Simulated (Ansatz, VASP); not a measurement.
# CoSi: VASP beside Ansatz

```
CELL_PARAMETERS angstrom
0.00000 1.87217 1.87217
1.87217 0.00000 1.87217
1.87217 1.87217 0.00000
ATOMIC_POSITIONS crystal
Co 0.00000 0.00000 0.00000
Si 0.50000 0.50000 0.50000
```

Change from the starting cell: volume scaled by 0.55, LAPW.

Alike in both runs: task single point; functional LDA; k mesh 14 × 14 × 14; occupations fermi-dirac, width 0.1 eV; no spin polarisation.

```csv
,VASP,Ansatz
version,VASP 6.6.1,Ansatz 0.2.0
potentials or method,"VASP PAW LDA potentials, release 64 (Co, Si), cutoff 520 eV","all-electron LAPW, scalar-relativistic"
```

|  | VASP | Ansatz | Ansatz less VASP |
| --- | --- | --- | --- |
| pressure (GPa) | 405.9 | 393.0 | -12.91 |

LDA's correlation is that of Perdew and Zunger in VASP and of Perdew and Wang (1992) in Ansatz. Both programs put the cell under a high pressure, so it lies far from rest at this level. Ansatz ran all-electron here, and VASP with PAW potentials.

Noted on VASP's run: the cell as given lies far from equilibrium.
